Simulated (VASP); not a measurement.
A run of VASP 6.6.1 is set up as follows.

The input INCAR:

```
PREC     = Accurate       # precision mode
ENCUT    = 500            # plane-wave cutoff, eV
EDIFF    = 1E-6           # SCF threshold, eV
ISMEAR   = -1             # smearing method
SIGMA    = 0.05           # smearing width, eV
LREAL    = Auto         
LASPH    = T              # aspherical terms in the spheres
NELM     = 120            # most SCF steps
ALGO     = Normal         # electronic algorithm
ISIF     = 2              # what is computed and relaxed
LWAVE    = F              # write WAVECAR
LCHARG   = F              # write CHGCAR
GGA      = PS             # functional
ISYM     = -1           
NBANDS   = 166            # bands
GGA_COMPAT= F
```

The input KPOINTS:

```
explicit points
1
Reciprocal
  0.25000000   0.25000000   0.25000000 1
```

The input POSCAR:

```
Be8Se5S3
1.0
   10.0398102784      0.0000000000      0.0000000000
    0.0000000000     10.0398102784      0.0000000000
    0.0000000000      0.0000000000     10.0398102784
Be S Se
32 12 20
Direct
    0.0097140000      0.9999360000      0.0000960000
    0.0012280000      0.9991300000      0.4984810000
    0.0063250000      0.5051170000      0.0043790000
    0.9996720000      0.4992980000      0.4989040000
    0.4936030000      0.9943970000      0.0042530000
    0.4985690000      0.0004190000      0.4987100000
    0.5030070000      0.4949520000      0.0043000000
    0.4941550000      0.4948770000      0.5031970000
    0.2518180000      0.2491250000      0.0084210000
    0.2612890000      0.2477140000      0.4991750000
    0.2472680000      0.7535780000      0.0049230000
    0.2566850000      0.7551010000      0.5027740000
    0.7441700000      0.2533020000      0.9953380000
    0.7436020000      0.2440660000      0.5030030000
    0.7443310000      0.7447850000      0.0038520000
    0.7437290000      0.7541470000      0.4942990000
    0.2564740000      0.0039750000      0.2463660000
    0.2515100000      0.9904620000      0.7507670000
    0.2515960000      0.5008160000      0.2395360000
    0.2567480000      0.4932650000      0.7463260000
    0.7444690000      0.9946050000      0.2541150000
    0.7433820000      0.0047200000      0.7457250000
    0.7434890000      0.5032220000      0.2456470000
    0.7444240000      0.4961450000      0.7557950000
    0.0044890000      0.2431560000      0.2445150000
    0.0017780000      0.2491480000      0.7506150000
    0.0067360000      0.7445570000      0.2449870000
    0.0042800000      0.7546980000      0.7565980000
    0.4891140000      0.2490650000      0.2503480000
    0.5034310000      0.2523490000      0.7464970000
    0.5029960000      0.7541210000      0.2452790000
    0.4938250000      0.7541870000      0.7454370000
    0.1304050000      0.1233110000      0.1252290000
    0.1291460000      0.6264360000      0.1236980000
    0.6205840000      0.1247950000      0.6239090000
    0.6219680000      0.6249190000      0.1251060000
    0.3755110000      0.3747890000      0.1250830000
    0.3782710000      0.3716090000      0.6252340000
    0.3742910000      0.8749060000      0.1266800000
    0.3766470000      0.8777040000      0.6238510000
    0.3767340000      0.1235020000      0.3748990000
    0.1287700000      0.8749970000      0.8784370000
    0.6219850000      0.3747010000      0.8756310000
    0.6205700000      0.8761980000      0.3747440000
    0.1298970000      0.1231880000      0.6250680000
    0.1285160000      0.6261270000      0.6265150000
    0.6207540000      0.1246320000      0.1263400000
    0.6220010000      0.6249580000      0.6249680000
    0.8753160000      0.3757380000      0.1238360000
    0.8723680000      0.3734440000      0.6263470000
    0.8765250000      0.8736460000      0.1249940000
    0.8736390000      0.8759690000      0.6252920000
    0.3752810000      0.1244950000      0.8754240000
    0.3765830000      0.6260520000      0.3723170000
    0.3754230000      0.6247600000      0.8776500000
    0.8738070000      0.1234120000      0.3746360000
    0.8751100000      0.1244450000      0.8755100000
    0.8738740000      0.6261210000      0.3722910000
    0.8752740000      0.6249830000      0.8778990000
    0.1297310000      0.3732460000      0.3721460000
    0.1287260000      0.3746340000      0.8779710000
    0.1298100000      0.8760010000      0.3722890000
    0.6207670000      0.3732670000      0.3747370000
    0.6220510000      0.8748100000      0.8753690000
```

Potentials or basis: VASP PAW PBE potentials, release 64 (Be, S, Se).

The run is started by

```console
$ cat potpaw_PBE.64/Be/POTCAR potpaw_PBE.64/S/POTCAR potpaw_PBE.64/Se/POTCAR > POTCAR
$ mpirun -np 1 vasp_std > vasp.out
```

(1) Estimate the largest force.

(2) What does it give for the band gap on the k mesh?

(3) What does it give for the pressure?

Results:

(1) 0.020 eV/Å.

(2) 3.26 eV.

(3) 0.2 GPa.

Caveat: the PAW data sets were made with another functional, which shifts forces and pressure a little; a shifted mesh leaves out Γ, where band edges can lie.
